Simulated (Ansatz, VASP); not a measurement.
**One calculation of Ti3Pt, two programs**

```
Ti Pt
1.0
     4.98127    0.00000    0.00000
     0.00000    4.98127    0.00000
     0.00000    0.00000    4.98127
Ti Pt
6 2
Direct
  0.25000 0.00000 0.50000
  0.50000 0.75000 0.00000
  0.75000 0.00000 0.50000
  0.50000 0.25000 0.00000
  0.00000 0.50000 0.75000
  0.00000 0.50000 0.25000
  0.00000 0.00000 0.00000
  0.50000 0.50000 0.50000
```

Alike in both runs: functional PBEsol; k mesh 8 × 8 × 8; occupations gaussian, width 0.1 eV; no spin polarisation.

Ansatz relaxed the structure, and its values are those at the end. VASP's run is a single point on that final structure, the one shown.

|  | VASP | Ansatz |
| --- | --- | --- |
| version | VASP 6.6.1 | Ansatz 0.2.0 |
| potentials or method | VASP PAW PBE potentials, release 64 (Ti_sv, Pt), cutoff 520 eV | scalar-relativistic, plane waves, PAW |
| valence electrons in the cell | 92 | 108 |

VASP gave:

| Quantity | Value |
| --- | --- |
| gap on the k mesh at the Fermi level (eV) | none |
| pressure (GPa) | -0.2 |

Question: Which values does Ansatz return?

Answer: gap on the k mesh at the Fermi level (eV): none; pressure (GPa): 0.0.

VASP's potentials were made for PBE, not for PBEsol. A gap of «none» marks a metal or a gap that the smearing closes. With one functional, cell and mesh, what is left measures potentials, basis and numerics. VASP's potentials hold 92 valence electrons a cell and Ansatz's 108, so a difference there can come from the potentials and not from the codes.

Spin-orbit coupling is off throughout.
